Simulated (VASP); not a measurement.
Set up this calculation in VASP 6.6.1, as the native input.

```
Task                   : single point
Functional             : PBE
Dispersion             : D4
Potentials or basis    : VASP PAW PBE potentials, release 64 (Cu, O)
Cutoff                 : 600 eV
k mesh                 : 6 × 6 × 6
Occupations            : gaussian, width 0.01 eV
Spin                   : no spin polarisation
Dipole correction      : no
Further INCAR settings : ALGO = Normal; EDIFF = 1e-06; NBANDS = 37
```

The structure of Cu2O lies in POSCAR:

```
Cu2O
1.0
    4.2532446644      0.0000000000      0.0000000000
    0.0000000000      4.2532446644      0.0000000000
    0.0000000000      0.0000000000      4.2532446644
Cu O
4 2
Direct
    0.2500000000      0.2500000000      0.2500000000
    0.2500000000      0.7500000000      0.7500000000
    0.7500000000      0.7500000000      0.2500000000
    0.7500000000      0.2500000000      0.7500000000
    0.0000000000      0.0000000000      0.0000000000
    0.5000000000      0.5000000000      0.5000000000
```

These files were run (other wordings do the same):

INCAR

```
SYSTEM = Cu2O
PREC = Accurate ; ENCUT = 600
EDIFF = 1E-6 ; ISMEAR = 0
SIGMA = 0.01 ; LREAL = .False.
LASPH = .True. ; NELM = 120
ALGO = Normal ; ISIF = 2
LWAVE = .False. ; LCHARG = .True.
GGA = PE ; IVDW = 13
LELF = .True. ; LVHAR = .True.
NBANDS = 37 ; GGA_COMPAT = .False.
```

KPOINTS

```
Automatic mesh
0
Gamma
  6 6 6
  0 0 0
```

Potentials or basis: VASP PAW PBE potentials, release 64 (Cu, O).

Command:

```console
$ cat potpaw_PBE.64/Cu/POTCAR potpaw_PBE.64/O/POTCAR > POTCAR
$ mpirun -np 1 vasp_std > vasp.out
```

Results of the run:

| Property | Result |
| --- | --- |
| Pressure | 0.8 GPa |
| Band gap on the k mesh | 0.55 eV |
| Dispersion energy per atom | -0.335 eV |

Wall time 120 s on 1 thread of Intel Xeon 8259CL (shared host), peak memory 0.23 GiB.
